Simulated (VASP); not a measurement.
TaRu:

```
CELL_PARAMETERS angstrom
2.98623 0.00000 0.00000
0.00000 2.98623 0.00000
0.00000 0.00000 3.33818
ATOMIC_POSITIONS crystal
Ta 0.50000 0.50000 0.50000
Ru 0.00000 0.00000 0.00000
```

This cell differs from its parent crystal: volume scaled by 0.98, then relaxed in part.

Base run:

| Property | Result |
| --- | --- |
| Program | VASP 6.6.1 |
| Functional | LDA |
| Potentials or basis | VASP PAW LDA potentials, release 64 (Ta_sv_GW, Ru_sv) |
| Cutoff | 600 eV |
| k mesh | 14 × 14 × 12 |
| Occupations | fermi-dirac, width 0.15 eV |
| Spin | no spin polarisation |

Its results: pressure 6.6 GPa.

The run is repeated on the same cell with these changes: potentials or basis from VASP PAW LDA potentials, release 64 (Ta_sv_GW, Ru_sv) to VASP PAW LDA potentials, release 64 (Ta_pv, Ru_pv); cutoff from 600 eV to 520 eV; further incar settings from ALGO = Normal; EDIFF = 1e-06; NBANDS = 22 to ALGO = Fast; EDIFF = 1e-07; NBANDS = 20; valence electrons from 29 to 25. What comes out?

Pressure 7.2 GPa.
